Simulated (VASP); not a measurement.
# Al3GaN4 (Pm) in VASP: notebook

The runs below take Al3GaN4 through single point, with PBEsol.

Program: VASP 6.6.1. These are calculated values, not measurements. Logs are shortened: lines on timing, memory, paths and dates and some standing lists are left out, and cuts for length are marked.

## Step 1: The cell of the first run

Symmetry: Pm, No. 6, monoclinic system. The conventional cell has a = 5.043 Å, b = 3.130 Å, c = 5.418 Å, α = 90.00°, β = 90.03°, γ = 90.00°. Within 2.4 Å of Al (site symmetry m) lie 4 N at 1.82 to 2.03 Å. Al (site symmetry m) has 4 N at 1.90 Å within 2.5 Å. Al (site symmetry m) has 4 N at 1.90 to 1.91 Å within 2.5 Å. Ga (site symmetry m) has 4 N at 1.93 to 1.96 Å within 2.6 Å. N (site symmetry m) has 3 Al at 1.90 Å and 1 Ga at 1.96 Å within 2.5 Å. Within 2.5 Å of N (site symmetry m) lie 4 Al at 1.90 to 2.03 Å. N (site symmetry m) has 2 Al at 1.90 to 1.93 Å and 2 Ga at 1.93 Å within 2.5 Å. Within 2.4 Å of N (site symmetry m) lie 3 Al at 1.82 to 1.91 Å and 1 Ga at 1.94 Å.

## Step 2: Single point, PBEsol (atom 1 (Al) moved -0.150 Å towards its neighbour atom 2 (Al) at 3.095 Å)

The input, INCAR:

```
ALGO     = Normal         # electronic algorithm
EDIFF    = 1E-6           # SCF threshold, eV
ENCUT    = 520            # plane-wave cutoff, eV
GGA      = PS             # functional
ISIF     = 2              # what is computed and relaxed
ISMEAR   = 0              # smearing method
LASPH    = T              # aspherical terms in the spheres
LCHARG   = T              # write CHGCAR
LELF     = T              # ELF
LREAL    = F              # projectors in reciprocal space
LVHAR    = T            
LWAVE    = F              # write WAVECAR
NBANDS   = 31             # bands
NELM     = 80             # most SCF steps
PREC     = Accurate       # precision mode
SIGMA    = 0.05           # smearing width, eV
```

The input, KPOINTS:

```
k-points
0
Gamma
  6 8 4
```

The input, POSCAR:

```
Al3GaN4
1.0
    5.0434079743      0.0000000000      0.0001149899
    0.0000000000      3.1300738979      0.0000000000
   -0.0032362578      0.0000000000      5.4179919454
Al Ga N
3 1 4
Direct
    0.5244254080      0.5000000000      0.1834429018
    0.0009207031      0.5000000000      0.8348055926
    0.0010880657      0.0000000000      0.3316926346
    0.4994217128      0.0000000000      0.6662009018
    0.1111724737      0.0000000000      0.6663292504
    0.1224543244      0.5000000000      0.1671578642
    0.6251234792      0.5000000000      0.8401923549
    0.6231881982      0.0000000000      0.3262928352
```

Potentials or basis: VASP PAW PBE potentials, release 64 (Al, Ga_d, N).

On the command line:

```
> cat potpaw_PBE.64/Al/POTCAR potpaw_PBE.64/Ga_d/POTCAR potpaw_PBE.64/N/POTCAR > POTCAR
> mpirun -np 1 vasp_std > vasp.out
```

OUTCAR:

```text
EDIFF = 1E-6
   ENCUT = 520
   GGA = PS
   ISIF = 2
   ISMEAR = 0
   LASPH = T
   LREAL = F
   NELM = 80
   PREC = Accurate

 ion  position               nearest neighbor table
   1  0.524  0.500  0.183-   8 1.82   8 1.82   7 1.93   6 2.03   3 2.98   3 2.98   4 3.05   4 3.05
                             2 3.06   3 3.17   3 3.17   2 3.25
   2  0.001  0.500  0.835-   5 1.90   5 1.90   7 1.90   6 1.90   1 3.06   4 3.10   4 3.10   4 3.11
                             4 3.11   3 3.11   3 3.11   3 3.14   3 3.14   1 3.25
   3  0.001  0.000  0.332-   5 1.90   6 1.90   6 1.90   8 1.91   1 2.98   1 2.98   4 3.10   4 3.11
                             2 3.11   2 3.11   2 3.14   2 3.14   1 3.17   1 3.17
   4  0.499  0.000  0.666-   7 1.93   7 1.93   8 1.94   5 1.96   1 3.05   1 3.05   3 3.10   2 3.10
                             2 3.10   2 3.11   2 3.11   3 3.11
   5  0.111  0.000  0.666-   2 1.90   2 1.90   3 1.90   4 1.96
   6  0.122  0.500  0.167-   2 1.90   3 1.90   3 1.90   1 2.03
   7  0.625  0.500  0.840-   2 1.90   1 1.93   4 1.93   4 1.93
   8  0.623  0.000  0.326-   1 1.82   1 1.82   3 1.91   4 1.94

  LATTYP: Found a simple monoclinic cell.
 ALAT       =     5.0434079756
 B/A-ratio  =     0.6206267494
 C/A-ratio  =     1.0742721862
 COS(beta)  =    -0.0005745167

  Lattice vectors:

 A1 = (   5.0434079743,   0.0000000000,   0.0001149899)
 A2 = (   0.0000000000,   3.1300738979,   0.0000000000)
 A3 = (  -0.0032362578,   0.0000000000,   5.4179919454)

Analysis of symmetry for initial positions (statically):
=====================================================================
 Subroutine PRICEL returns:
 Original cell was already a primitive cell.

 Routine SETGRP: Setting up the symmetry group for a
 simple monoclinic supercell.

 Subroutine GETGRP returns: Found  2 space group operations
 (whereof  2 operations were pure point group operations)
 out of a pool of  4 trial point group operations.

The static configuration has the point symmetry C_1h.

Analysis of symmetry for dynamics (positions and initial velocities):
=====================================================================
 Subroutine PRICEL returns:
 Original cell was already a primitive cell.

 Routine SETGRP: Setting up the symmetry group for a
 simple monoclinic supercell.

 Subroutine GETGRP returns: Found  2 space group operations
 (whereof  2 operations were pure point group operations)
 out of a pool of  4 trial point group operations.

The dynamic configuration has the point symmetry C_1h.

 Subroutine INISYM returns: Found  2 space group operations
 (whereof  2 operations are pure point group operations),
 and found     1 'primitive' translations

----------------------------------------------------------------------------------------

                                     Primitive cell

  volume of cell :      85.5297

  direct lattice vectors                    reciprocal lattice vectors
     5.043407974  0.000000000  0.000114990     0.198278623  0.000000000  0.000118435
     0.000000000  3.130073898  0.000000000     0.000000000  0.319481275  0.000000000
    -0.003236258  0.000000000  5.417991945    -0.000004208  0.000000000  0.184570224

  length of vectors
     5.043407976  3.130073898  5.417992912     0.198278658  0.319481275  0.184570224

  position of ions in fractional coordinates (direct lattice)
     0.524425408  0.500000000  0.183442902
     0.000920703  0.500000000  0.834805593
     0.001088066  0.000000000  0.331692635
     0.499421713  0.000000000  0.666200902
     0.111172474  0.000000000  0.666329250
     0.122454324  0.500000000  0.167157864
     0.625123479  0.500000000  0.840192355
     0.623188198  0.000000000  0.326292835

  ion indices of the primitive-cell ions
   primitive index   ion index
                 1           1
                 2           2
                 3           3
                 4           4
                 5           5
                 6           6
                 7           7
                 8           8

----------------------------------------------------------------------------------------

 KPOINTS: k-points

Automatic generation of k-mesh.
 Grid dimensions read from file:
 generate k-points for:    6    8    4

 Generating k-lattice:

  Cartesian coordinates                     Fractional coordinates (reciprocal lattice)
     0.033046437  0.000000000  0.000019739     0.166666667  0.000000000 -0.000000000
     0.000000000  0.039935159  0.000000000     0.000000000  0.125000000  0.000000000
    -0.000001052  0.000000000  0.046142556    -0.000000000  0.000000000  0.250000000

  Length of vectors
     0.033046443  0.039935159  0.046142556

  Shift w.r.t. Gamma in fractional coordinates (k-lattice)
     0.000000000  0.000000000  0.000000000

 Subroutine IBZKPT returns following result:
 ===========================================

 Found     70 irreducible k-points:

 Following reciprocal coordinates:
            Coordinates               Weight
  0.000000  0.000000  0.000000      1.000000
  0.166667  0.000000  0.000000      2.000000
  0.333333  0.000000 -0.000000      2.000000
  0.500000  0.000000  0.000000      1.000000
  0.000000  0.125000  0.000000      2.000000
  0.166667  0.125000  0.000000      4.000000
[... 16 lines left out ...]
  0.333333  0.000000  0.250000      2.000000
  0.500000  0.000000  0.250000      2.000000
 [... further k-points ...]
   k-points           NKPTS =     70   k-points in BZ     NKDIM =     70   number of bands    NBANDS=     31
   number of dos      NEDOS =    301   number of ions     NIONS =      8
   total plane-waves  NPLWV =  38400
   dimension x,y,z NGX =    40 NGY =   24 NGZ =   40
   dimension x,y,z NGXF=    80 NGYF=   48 NGZF=   80
   ions per type =               3   1   4
   NGX,Y,Z   is equivalent  to a cutoff of  13.19, 12.75, 12.27 a.u.
   NGXF,Y,Z  is equivalent  to a cutoff of  26.37, 25.49, 24.55 a.u.
 SYSTEM =  unknown system
   PREC   = accura    normal or accurate (medium, high low for compatibility)
   ISTART =      0    job   : 0-new  1-cont  2-samecut
   ICHARG =      2    charge: 1-file 2-atom 10-const
   ISPIN  =      1    spin polarized calculation?
   LNONCOLLINEAR =      F non collinear calculations
   LSORBIT =      F    spin-orbit coupling
   LASPH  =      T    aspherical Exc in radial PAW
   ENCUT  =  520.0 eV  38.22 Ry    6.18 a.u.   9.38  5.82 10.07*2*pi/ulx,y,z
   NELM   =     80;   NELMIN=  2; NELMDL= -5     # of ELM steps
   EDIFF  = 0.1E-05   stopping-criterion for ELM
   LREAL  =      F    real-space projection
   EDIFFG = 0.1E-04   stopping-criterion for IOM
   NSW    =      0    number of steps for IOM
   IBRION =     -1    ionic relax: 0-MD 1-quasi-New 2-CG
   NFREE  =      0    steps in history (QN), initial steepest desc. (CG)
   ISIF   =      2    stress and relaxation
   ISYM   =      2    0-nonsym 1-usesym 2-fastsym
   POTIM  = 0.5000    time-step for ionic-motion
   TEBEG  =    0.0;   TEEND  =   0.0 temperature during run
   PSTRESS=    0.0 pullay stress
   NELECT =      42.0000    total number of electrons
   NUPDOWN=      -1.0000    fix difference up-down
   EMIN   =  10.00;   EMAX   =-10.00  energy-range for DOS
   EFERMI =   0.00;   METHOD = LEGACY
   ISMEAR =     0;   SIGMA  =   0.05  broadening in eV -4-tet -1-fermi 0-gaus
   EFERMI_NEDOS =   21; number of points for ismear=-14 and -15
   IALGO  =     38    algorithm
   IMIX   =      4    mixing-type and parameters
     AMIX     =   0.40;   BMIX     =  1.00
     AMIX_MAG =   1.60;   BMIX_MAG =  1.00
  volume/ion in A,a.u.               =      10.69        72.15
  Fermi-wavevector in a.u.,A,eV,Ry     =   1.291573  2.440719 22.696701  1.668160
  Thomas-Fermi vector in A             =   2.423334
   LORBIT       =      0    0 simple, 1 ext, 2 COOP (PROOUT), +10 PAW based schemes
   GGA     = PS    functional components
   LHFCALC =     F    Hartree Fock is set to
   AEXX    =    0.0000 exact exchange contribution
   IVDW    =     0    specifies the selected vdW correction
   LEPSILON=     F    determine dielectric tensor
   LRPA    =     F    only Hartree local field effects (RPA)
 non-spin polarized calculation
 Gauss-broadening in eV      SIGMA  =   0.05
  energy-cutoff  :      520.00
  volume of cell :       85.53
 maximum number of plane-waves:      2328
 NGX is ok and might be reduce to    40
   NGX = 19   NGY = 11   NGZ = 21

 number of electron      41.9999991 magnetization

 Free energy of the ion-electron system (eV)
  ---------------------------------------------------
  ext. energy  EPLUGINS =         0.00000000
  ---------------------------------------------------
  free energy    TOTEN  =       -59.84989541 eV

  energy without entropy =      -59.84989541  energy(sigma->0) =      -59.84989541

 E-fermi :   6.1606     XC(G=0): -11.3196

 val. band max:        5.8897329879   @ k =   0.0000   0.0000   0.0000
 cond. band min:       9.2137621538   @ k =   0.0000   0.0000   0.0000
 fundamental gap:      3.3240291659
 Fermi energy:         6.1605541337

 k-point     1 :       0.0000    0.0000    0.0000
  band No.  band energies     occupation
      1      -9.6218      2.00000
      2      -8.3331      2.00000
      3      -8.1215      2.00000
      4      -7.0696      2.00000
      5      -7.0230      2.00000
      6      -6.9644      2.00000
[... 23 lines left out ...]
     30      16.6568      0.00000
     31      16.9325      0.00000

 k-point     2 :       0.1667    0.0000    0.0000
  band No.  band energies     occupation
      1      -9.5317      2.00000
      2      -8.3259      2.00000
      3      -8.1484      2.00000
      4      -7.0856      2.00000
      5      -7.0698      2.00000
      6      -6.9796      2.00000
[... 23 lines left out ...]
     30      16.5786      0.00000
     31      17.0319      0.00000

 k-point     3 :       0.3333    0.0000   -0.0000
  band No.  band energies     occupation
      1      -9.2956      2.00000
      2      -8.3647      2.00000
      3      -8.2200      2.00000
      4      -7.2430      2.00000
      5      -7.0701      2.00000
      6      -6.9893      2.00000
[... 23 lines left out ...]
     30      16.4534      0.00000
     31      16.5225      0.00000

 k-point     4 :       0.5000    0.0000    0.0000
  band No.  band energies     occupation
      1      -9.1104      2.00000
      2      -8.4876      2.00000
      3      -8.2345      2.00000
      4      -7.3163      2.00000
      5      -7.0703      2.00000
      6      -6.9924      2.00000
[... 23 lines left out ...]
     30      16.5902      0.00000
     31      16.6998      0.00000

 k-point     5 :       0.0000    0.1250    0.0000
  band No.  band energies     occupation
      1      -9.4830      2.00000
      2      -8.2889      2.00000
      3      -8.0945      2.00000
      4      -7.1190      2.00000
      5      -6.9752      2.00000
      6      -6.9228      2.00000
[... 23 lines left out ...]
     30      16.4697      0.00000
     31      17.0195      0.00000
[... 542 lines left out ...]
     30      16.5126      0.00000
     31      17.1050      0.00000

 k-point    22 :       0.1667    0.0000    0.2500
  band No.  band energies     occupation
      1      -9.3585      2.00000
      2      -8.4674      2.00000
      3      -8.0998      2.00000
      4      -7.2513      2.00000
      5      -7.0701      2.00000
      6      -6.9838      2.00000
[... 23 lines left out ...]
     30      16.6965      0.00000
     31      16.7414      0.00000

 k-point    23 :       0.3333    0.0000    0.2500
  band No.  band energies     occupation
      1      -9.1417      2.00000
      2      -8.4075      2.00000
      3      -8.1875      2.00000
      4      -7.3455      2.00000
      5      -7.0705      2.00000
      6      -6.9770      2.00000
[... 23 lines left out ...]
     30      16.4918      0.00000
     31      16.7529      0.00000

 k-point    24 :       0.5000    0.0000    0.2500
  band No.  band energies     occupation
      1      -8.9825      2.00000
      2      -8.3960      2.00000
      3      -8.2632      2.00000
      4      -7.4144      2.00000
      5      -7.0706      2.00000
      6      -6.9768      2.00000
[... 23 lines left out ...]
     30      16.5135      0.00000
     31      17.0362      0.00000

 [... further k-points ...]
[... 5 lines left out ...]
  --------------------------------------------------------------------------------------
  -------------------------------------------------------------------------------------
  Total       -0.9568864      2.0208381     -0.1333657      0.0000000      0.0000000      0.2578489
  in kB      -17.9247829     37.8551564     -2.4982602      0.0000000      0.0000000      4.8301298
  external PRESSURE =       5.8107044 kB  Pullay stress =       0.0000000 kB

 VOLUME and BASIS-vectors are now :
 -----------------------------------------------------------------------------
  energy-cutoff  :      520.00
  volume of cell :       85.53
      direct lattice vectors                 reciprocal lattice vectors
     5.043407974  0.000000000  0.000114990     0.198278623  0.000000000  0.000118435
     0.000000000  3.130073898  0.000000000     0.000000000  0.319481275  0.000000000
    -0.003236258  0.000000000  5.417991945    -0.000004208  0.000000000  0.184570224

 POSITION                                       TOTAL-FORCE (eV/Angst)
 -----------------------------------------------------------------------------------
      2.64430      1.56504      0.99395        -1.978262      0.000000     -2.042840
      0.00194      1.56504      4.52297         0.290890      0.000000      0.081741
      0.00441      0.00000      1.79711         0.685318      0.000000     -0.032049
      2.51663      0.00000      3.60953        -0.178953      0.000000      0.635266
      0.55853      0.00000      3.61018         0.045381      0.000000     -0.117258
      0.61705      1.56504      0.90567         0.362557      0.000000      0.264775
      3.15003      1.56504      4.55223         0.068689      0.000000      0.305793
      3.14194      0.00000      1.76792         0.704379      0.000000      0.904573
 -----------------------------------------------------------------------------------
    total drift:                               -0.000320      0.000000     -0.001291

  FREE ENERGIE OF THE ION-ELECTRON SYSTEM (eV)
  ---------------------------------------------------
  free  energy   TOTEN  =       -59.8498954054 eV

  energy  without entropy=      -59.8498954054  energy(sigma->0) =      -59.84989541
```

Run time: 1.8 min. Hardware: 1 thread of Intel Xeon Platinum 8559C (Emerald Rapids), shared host; peak memory 0.29 GiB.

Results:

| Item | Value |
| --- | --- |
| Free energy | -59.8499 eV |
| Pressure | 0.6 GPa |
| Largest force | 2.844 eV/Å |
| Band gap on the k mesh | 3.32 eV, direct |

Forces on the atoms (eV/Å):
```
Al  -1.978  0.000 -2.043
Al   0.291  0.000  0.082
Al   0.685  0.000 -0.032
Ga  -0.179  0.000  0.635
N    0.045  0.000 -0.117
N    0.363  0.000  0.265
N    0.069  0.000  0.306
N    0.704  0.000  0.905
```

Caveat: the cell differs from its parent crystal (atom 1 (Al) moved -0.150 Å towards its neighbour atom 2 (Al) at 3.095 Å); the PAW data sets were made with another functional, which shifts forces and pressure a little.

## Step 3: Single point, PBEsol (atom 1 (Al) moved +0.100 Å towards its neighbour atom 2 (Al) at 3.095 Å)

The input, INCAR:

```
SYSTEM = Al3GaN4
  PREC = Accurate
  ENCUT = 520
  EDIFF = 1E-6
  ISMEAR = 0
  SIGMA = 0.05
  LREAL = .False.
  LASPH = .True.
  NELM = 60
  ALGO = Normal
  ISIF = 2
  LWAVE = .False.
  LCHARG = .False.
  GGA = PS
  NBANDS = 31
```

The input, KPOINTS:

```
regular mesh
0
Gamma
  6 8 4
  0 0 0
```

Changes to POSCAR since step 2:

```diff
@@ -8,3 +8,3 @@
 Direct
-    0.5244254080      0.5000000000      0.1834429018
+    0.4840997995      0.5000000000      0.1565873425
     0.0009207031      0.5000000000      0.8348055926
```

Potentials or basis: VASP PAW PBE potentials, release 64 (Al, Ga_d, N).

On the command line:

```
> cat potpaw_PBE.64/Al/POTCAR potpaw_PBE.64/Ga_d/POTCAR potpaw_PBE.64/N/POTCAR > POTCAR
> mpirun -np 1 vasp_std > vasp.out
```

Run time: 91 s. Hardware: 1 thread of Intel Xeon Platinum 8559C (Emerald Rapids), shared host; peak memory 0.29 GiB.

It converged, with:

* Free energy: -59.9587 eV
* Pressure: 0.3 GPa
* Largest force: 2.199 eV/Å
* Band gap on the k mesh: 3.36 eV, direct

Forces on the atoms (eV/Å):
```
Al   1.817  0.000  1.239
Al  -0.248  0.000 -0.072
Al  -0.440  0.000  0.034
Ga   0.136  0.000 -0.425
N   -0.018  0.000  0.084
N   -0.735  0.000 -0.161
N   -0.049  0.000 -0.230
N   -0.461  0.000 -0.470
```

Stress tensor (GPa, compression positive):
```
 2.35  0.00 -0.69
 0.00 -1.40  0.00
-0.69  0.00  0.02
```

Levels at points of the mesh, in eV from the valence-band top:
| k point | band 17 | band 18 | band 19 | band 20 | band 21 | band 22 | band 23 | band 24 | band 25 | band 26 |
| --- | --- | --- | --- | --- | --- | --- | --- | --- | --- | --- |
| (0.00, 0.00, 0.00) | -1.08 | -0.74 | -0.18 | -0.13 | 0.00 | 3.36 | 5.26 | 5.73 | 5.79 | 7.52 |
| (0.50, 0.00, 0.00) | -1.43 | -0.92 | -0.91 | -0.31 | -0.16 | 4.64 | 5.04 | 5.56 | 5.82 | 8.33 |
| (0.00, 0.50, 0.00) | -3.10 | -2.05 | -1.89 | -1.79 | -1.58 | 5.31 | 5.57 | 7.50 | 7.58 | 7.83 |
| (0.50, 0.50, 0.00) | -3.04 | -1.47 | -1.32 | -1.21 | -0.99 | 5.88 | 6.24 | 6.35 | 6.55 | 8.06 |
| (0.00, 0.00, 0.50) | -1.74 | -0.79 | -0.53 | -0.41 | -0.36 | 5.30 | 5.68 | 6.77 | 7.27 | 7.52 |
| (0.50, 0.00, 0.50) | -1.58 | -1.49 | -1.34 | -0.97 | -0.72 | 5.60 | 5.98 | 6.19 | 6.25 | 7.96 |
| (0.00, 0.50, 0.50) | -2.34 | -2.10 | -1.98 | -0.92 | -0.69 | 5.03 | 5.39 | 5.59 | 5.79 | 6.78 |
| (0.50, 0.50, 0.50) | -1.77 | -1.65 | -1.45 | -1.41 | -1.22 | 4.55 | 4.82 | 4.89 | 5.22 | 7.62 |

Caveat: the cell differs from its parent crystal (atom 1 (Al) moved +0.100 Å towards its neighbour atom 2 (Al) at 3.095 Å); the PAW data sets were made with another functional, which shifts forces and pressure a little.

(Part 1 of 2 ends here.)
